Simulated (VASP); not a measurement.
# In (Im-3m) in VASP: further runs, part 2 of 2

VASP 6.6.1. Earlier steps stand in the parts before.

### Step 3. Single point, r2SCAN, non-collinear spin, zero start, spin-orbit coupling

This run uses another cell than the first one, of 26.67 Å³/atom, 1.020 times its volume.

POSCAR reads:

```
In
1.0
   -1.8821514369      1.8821514369      1.8821514369
    1.8821514369     -1.8821514369      1.8821514369
    1.8821514369      1.8821514369     -1.8821514369
In
1
Direct
    0.0000000000      0.0000000000      0.0000000000
```

INCAR.step1 reads:

```
SYSTEM = In
PREC = Accurate ; ENCUT = 550
ISMEAR = -1 ; SIGMA = 0.1
LREAL = .False. ; LASPH = .True.
NELM = 200 ; LNONCOLLINEAR = .True.
MAGMOM = 0 0 0 ; LSORBIT = .True.
GGA_COMPAT = .False. ; NBANDS = 24
GGA = PE ; ALGO = Normal
EDIFF = 1E-5 ; LWAVE = .True.
LCHARG = .False.
```

INCAR.step2 reads:

```
SYSTEM = In
PREC = Accurate ; ENCUT = 550
EDIFF = 1E-6 ; ISMEAR = -1
SIGMA = 0.1 ; LREAL = .False.
LASPH = .True. ; NELM = 200
ALGO = Normal ; ISIF = 2
LWAVE = .False. ; LCHARG = .False.
LNONCOLLINEAR = .True. ; MAGMOM = 0 0 0
LORBIT = 11 ; LSORBIT = .True.
GGA_COMPAT = .False. ; LORBMOM = .True.
METAGGA = R2SCAN ; LMIXTAU = .True.
NBANDS = 24 ; ISTART = 1
```

KPOINTS reads:

```
regular mesh
0
Gamma
  12 12 12
  0 0 0
```

Potentials or basis: VASP PAW PBE potentials, release 64 (In_d).

Started as:

```console
cat potpaw_PBE.64/In_d/POTCAR > POTCAR
cp INCAR.step1 INCAR
mpirun -np 1 vasp_ncl > vasp.out
cp INCAR.step2 INCAR
mpirun -np 1 vasp_ncl > vasp.out
```

OUTCAR:

```text
SYSTEM = In
   PREC = Accurate
   ENCUT = 550
   EDIFF = 1E-6
   ISMEAR = -1
   LREAL = .False.
   LASPH = .True.
   NELM = 200
   ISIF = 2
   LNONCOLLINEAR = .True.
   LORBIT = 11
   LSORBIT = .True.
   METAGGA = R2SCAN
   ISTART = 1

 ion  position               nearest neighbor table
   1  0.000  0.000  0.000-

  LATTYP: Found a body centered cubic cell.
 ALAT       =     3.7643028738

  Lattice vectors:

 A1 = (  -1.8821514369,   1.8821514369,   1.8821514369)
 A2 = (   1.8821514369,  -1.8821514369,   1.8821514369)
 A3 = (   1.8821514369,   1.8821514369,  -1.8821514369)

Analysis of symmetry for initial positions (statically):
=====================================================================
 Subroutine PRICEL returns:
 Original cell was already a primitive cell.

 Routine SETGRP: Setting up the symmetry group for a
 body centered cubic supercell.

 Subroutine GETGRP returns: Found 48 space group operations
 (whereof 48 operations were pure point group operations)
 out of a pool of 48 trial point group operations.

The static configuration has the point symmetry O_h .

Analysis of symmetry for dynamics (positions and initial velocities):
=====================================================================
 Subroutine PRICEL returns:
 Original cell was already a primitive cell.

 Routine SETGRP: Setting up the symmetry group for a
 body centered cubic supercell.

 Subroutine GETGRP returns: Found 48 space group operations
 (whereof 48 operations were pure point group operations)
 out of a pool of 48 trial point group operations.

The dynamic configuration has the point symmetry O_h .

Analysis of structural, dynamic, and magnetic symmetry:
=====================================================================
 Subroutine PRICEL returns:
 Original cell was already a primitive cell.

 Routine SETGRP: Setting up the symmetry group for a
 body centered cubic supercell.

 Subroutine GETGRP returns: Found 48 space group operations
 (whereof 48 operations were pure point group operations)
 out of a pool of 48 trial point group operations.

The overall configuration has the point symmetry O_h .

 Subroutine INISYM returns: Found 48 space group operations
 (whereof 48 operations are pure point group operations),
 and found     1 'primitive' translations

----------------------------------------------------------------------------------------

                                     Primitive cell

  volume of cell :      26.6700

  direct lattice vectors                    reciprocal lattice vectors
    -1.882151437  1.882151437  1.882151437     0.000000000  0.265653438  0.265653438
     1.882151437 -1.882151437  1.882151437     0.265653438  0.000000000  0.265653438
     1.882151437  1.882151437 -1.882151437     0.265653438  0.265653438  0.000000000

  length of vectors
     3.259981916  3.259981916  3.259981916     0.375690695  0.375690695  0.375690695

  position of ions in fractional coordinates (direct lattice)
     0.000000000  0.000000000  0.000000000

  ion indices of the primitive-cell ions
   primitive index   ion index
                 1           1

[... 94 lines left out ...]
  Thomas-Fermi vector in A             =   2.420349
   LORBIT       =     11    0 simple, 1 ext, 2 COOP (PROOUT), +10 PAW based schemes
   METAGGA = R2SCAN    functional components
   LHFCALC =     F    Hartree Fock is set to
   AEXX    =    0.0000 exact exchange contribution
   IVDW    =     0    specifies the selected vdW correction
   LEPSILON=     F    determine dielectric tensor
   LRPA    =     F    only Hartree local field effects (RPA)
  energy-cutoff  :      550.00
  volume of cell :       26.67
 maximum number of plane-waves:      1596
 NGX is ok and might be reduce to    28
   NGX = 13   NGY = 13   NGZ = 13

 number of electron      12.9999996 magnetization       0.0000000     -0.0000000     -0.0000000

 number of electron      12.9999996 magnetization       0.0000000     -0.0000000      0.0000000

 Free energy of the ion-electron system (eV)
  ---------------------------------------------------
  ext. energy  EPLUGINS =         0.00000000
  ---------------------------------------------------
  free energy    TOTEN  =       -22.58793665 eV

  energy without entropy =      -22.57247470  energy(sigma->0) =      -22.58020568

 E-fermi :   7.2753     XC(G=0): -10.9701

 val. band max:        7.2657632673   @ k =  -0.4167   0.4167   0.2500
 cond. band min:       7.4610548368   @ k =   0.3333   0.2500   0.0833
 fundamental gap:      0.1952915695
 Fermi energy:         7.2753362166

 k-point     1 :       0.0000    0.0000    0.0000
  band No.  band energies     occupation
      1      -8.4103      1.00000
      2      -8.4103      1.00000
      3      -8.4103      1.00000
      4      -8.4103      1.00000
      5      -7.6526      1.00000
      6      -7.6526      1.00000
[... 637 lines left out ...]
     23      25.7263      0.00000
     24      25.7263      0.00000

 [... further k-points ...]

------------------------ aborting loop because EDIFF is reached ----------------------------------------

  FORCE on cell =-STRESS in cart. coord.  units (eV):
  Direction    XX          YY          ZZ          XY          YZ          ZX
  --------------------------------------------------------------------------------------
  -------------------------------------------------------------------------------------
  Total       -0.0006092     -0.0006092     -0.0006092      0.0000000     -0.0000000      0.0000000
  in kB       -0.0365975     -0.0365975     -0.0365975      0.0000000     -0.0000000      0.0000000
  external PRESSURE =      -0.0365975 kB  Pullay stress =       0.0000000 kB

 VOLUME and BASIS-vectors are now :
 -----------------------------------------------------------------------------
  energy-cutoff  :      550.00
  volume of cell :       26.67
      direct lattice vectors                 reciprocal lattice vectors
    -1.882151437  1.882151437  1.882151437     0.000000000  0.265653438  0.265653438
     1.882151437 -1.882151437  1.882151437     0.265653438  0.000000000  0.265653438
     1.882151437  1.882151437 -1.882151437     0.265653438  0.265653438  0.000000000

 POSITION                                       TOTAL-FORCE (eV/Angst)
 -----------------------------------------------------------------------------------
      0.00000      0.00000      0.00000         0.000000      0.000000     -0.000000
 -----------------------------------------------------------------------------------
    total drift:                               -0.000000     -0.000000     -0.000000

  FREE ENERGIE OF THE ION-ELECTRON SYSTEM (eV)
  ---------------------------------------------------
  free  energy   TOTEN  =       -22.5879366526 eV

  energy  without entropy=      -22.5724746982  energy(sigma->0) =      -22.58020568

 orbital moment (x)

 # of ion     p       d       tot
 ----------------------------------------
  1         0.000   0.000   0.000
 ----------------------------------------
            0.000   0.000   0.000

 orbital moment (y)

 # of ion     p       d       tot
 ----------------------------------------
  1         0.000  -0.000  -0.000
 ----------------------------------------
            0.000  -0.000  -0.000

 orbital moment (z)

 # of ion     p       d       tot
 ----------------------------------------
  1         0.000   0.000   0.000
 ----------------------------------------
            0.000   0.000   0.000

 Spin-Orbit-Coupling matrix elements

 Ion:    1  E_soc:     -0.0675408
 l=   1
     0.0000000    -0.0050939    -0.0050939
    -0.0050939     0.0000000    -0.0050939
    -0.0050939    -0.0050939     0.0000000
 l=   2
     0.0000000    -0.0012180     0.0000000    -0.0012180    -0.0049448
    -0.0012180     0.0000000    -0.0037086    -0.0012180    -0.0012362
     0.0000000    -0.0037086     0.0000000    -0.0037086     0.0000000
    -0.0012180    -0.0012180    -0.0037086     0.0000000    -0.0012362
    -0.0049448    -0.0012362     0.0000000    -0.0012362     0.0000000
 l=   3
     0.0000000     0.0000000     0.0000000     0.0000000     0.0000000     0.0000000     0.0000000
     0.0000000     0.0000000     0.0000000     0.0000000     0.0000000     0.0000000     0.0000000
     0.0000000     0.0000000     0.0000000     0.0000000     0.0000000     0.0000000     0.0000000
     0.0000000     0.0000000     0.0000000     0.0000000     0.0000000     0.0000000     0.0000000
     0.0000000     0.0000000     0.0000000     0.0000000     0.0000000     0.0000000     0.0000000
     0.0000000     0.0000000     0.0000000     0.0000000     0.0000000     0.0000000     0.0000000
     0.0000000     0.0000000     0.0000000     0.0000000     0.0000000     0.0000000     0.0000000

 total charge

# of ion       s       p       d       tot
------------------------------------------
    1        1.004   0.511   9.845  11.361

 magnetization (x)

# of ion       s       p       d       tot
------------------------------------------
    1       -0.000  -0.000   0.000  -0.000

 magnetization (y)

# of ion       s       p       d       tot
------------------------------------------
    1       -0.000   0.000  -0.000  -0.000

 magnetization (z)

# of ion       s       p       d       tot
------------------------------------------
    1       -0.000  -0.000  -0.000  -0.000
```

Wall time 17 min (1 thread of AMD EPYC 9R45 (Zen 5), shared host); peak memory 0.29 GiB.

Results:

```
Free energy                                           : -22.5879 eV
Pressure                                              : 0.0 GPa
Net moment                                            : 0.00 μB per cell
Valence electrons inside the program's atomic spheres : In 11.36
```

Moments on the atoms (μB; x, y, z):
```
In  0.00 0.00 0.00
```

Caveat: the PAW data sets were made with another functional, which shifts forces and pressure a little.
